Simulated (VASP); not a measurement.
Set up this calculation in VASP 6.6.1, as the native input.

* Task: single point
* Functional: PBE
* Potentials or basis: VASP PAW PBE potentials, release 64 (Mo_sv, S)
* Cutoff: 520 eV
* k mesh: 14 × 14 × 14
* Occupations: gaussian, width 0.1 eV
* Spin: collinear spin, ferromagnetic start
* Starting moments: [0.5, 0.0] μB
* Hubbard terms: Mo d U = 4.38 eV
* Dipole correction: no
* Further INCAR settings: ALGO = Normal; EDIFF = 1e-06; NBANDS = 21

The structure of MoS lies in POSCAR:

```
MoS
1.0
    3.1141191221      0.0000000000      0.0000000000
    0.0000000000      3.1141191221      0.0000000000
    0.0000000000      0.0000000000      3.1141191221
Mo S
1 1
Direct
    0.0000000000      0.0000000000      0.0000000000
    0.5000000000      0.5000000000      0.5000000000
```

One way to write it, as run:

INCAR

```
PREC     = Accurate       # precision mode
ENCUT    = 520            # plane-wave cutoff, eV
EDIFF    = 1E-6           # SCF threshold, eV
ISMEAR   = 0              # smearing method
SIGMA    = 0.1            # smearing width, eV
LREAL    = False          # projectors in reciprocal space
LASPH    = True           # aspherical terms in the spheres
NELM     = 150            # most SCF steps
ALGO     = Normal         # electronic algorithm
ISIF     = 2              # what is computed and relaxed
LWAVE    = False          # write WAVECAR
LCHARG   = False          # write CHGCAR
ISPIN    = 2              # spin polarisation
MAGMOM   = 0.5 0          # initial moments
LORBIT   = 11             # projections on sites
LMAXMIX  = 4              # l up to which the mixer works
LDAU     = True           # DFT+U
LDAUTYPE = 2            
LDAUL    = 2 -1           # shell
LDAUU    = 4.38 0         # U, eV
LDAUJ    = 0 0          
LDAUPRINT= 1            
GGA      = PE             # functional
NBANDS   = 21             # bands
```

KPOINTS

```
regular mesh
0
Gamma
  14 14 14
```

Potentials or basis: VASP PAW PBE potentials, release 64 (Mo_sv, S).

Launch:

```bash
$ cat potpaw_PBE.64/Mo_sv/POTCAR potpaw_PBE.64/S/POTCAR > POTCAR
$ mpirun -np 1 vasp_std > vasp.out
```

Results of the run:

```json
{
  "Pressure": "-13.0 GPa",
  "Band gap on the k mesh": "zero (filled and empty bands overlap)",
  "Net moment": "0.00 μB per cell",
  "Valence electrons inside the program's atomic spheres": "Mo 12.15; S 3.62"
}
```

It took 3.2 min on 1 thread of Intel Xeon 8259CL (shared host), peak memory 0.23 GiB.
